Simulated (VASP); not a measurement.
# BN: single point with PBE

The system is BN.

```
B N
1.0
     4.35630    0.00000    0.00000
     0.00000    4.35630    0.00000
     0.00000    0.00000    2.85510
B N
4 4
Direct
  0.17428 0.82572 0.50000
  0.32572 0.32572 0.00000
  0.67428 0.67428 0.00000
  0.82572 0.17428 0.50000
  0.81261 0.81261 0.50000
  0.31261 0.68739 0.00000
  0.68739 0.31261 0.00000
  0.18739 0.18739 0.50000
```

| Quantity | Value |
| --- | --- |
| Program | VASP 6.6.1 |
| Task | single point |
| Functional | PBE |
| Potentials or basis | VASP PAW PBE potentials, release 64 (B, N) |
| Cutoff | 520 eV |
| k mesh | 6 × 6 × 10 |
| Occupations | gaussian, width 0.05 eV |
| Spin | no spin polarisation |

| Property | Result |
| --- | --- |
| Pressure | -23.0 GPa |
| Largest force | 0.693 eV/Å |
| Band gap on the k mesh | 3.72 eV, direct |

Forces on the atoms (eV/Å):
```
B   -0.052  0.052  0.000
B    0.052  0.052  0.000
B   -0.052 -0.052  0.000
B    0.052 -0.052  0.000
N   -0.490 -0.490  0.000
N   -0.490  0.490  0.000
N    0.490 -0.490  0.000
N    0.490  0.490  0.000
```

Stress tensor (GPa, compression positive):
```
  4.40   0.00   0.00
  0.00   4.40   0.00
  0.00   0.00 -77.82
```

Levels at points of the mesh, in eV from the valence-band top:
```
           k point  band 13  band 14  band 15  band 16  band 17  band 18  band 19  band 20
(0.00, 0.00, 0.00)    -1.08    -0.75     0.00     0.00     3.72     5.52     6.80     6.80
(0.50, 0.00, 0.00)    -1.89    -1.89    -1.49    -1.49     5.06     5.06     7.00     7.00
(0.50, 0.50, 0.00)    -3.16    -3.16    -1.74    -1.74     5.53     5.53     6.20     6.20
(0.00, 0.00, 0.50)    -3.65    -3.65    -3.32    -3.32     6.20     6.20    10.32    10.32
(0.50, 0.00, 0.50)    -3.67    -3.67    -1.53    -1.53     6.81     6.81     8.65     8.65
(0.50, 0.50, 0.50)    -2.92    -2.92    -2.12    -2.12     6.17     6.17     7.06     7.06
```

Run time: 50 s on 1 thread of Intel(R) Xeon(R) Platinum 8259CL CPU @ 2.50GHz (Skylake/Cascade Lake) (shared host), peak memory 0.19 GiB.

A k mesh can miss the band edges. Expect the measured gap to be larger: semilocal functionals such as PBE lack the derivative discontinuity.
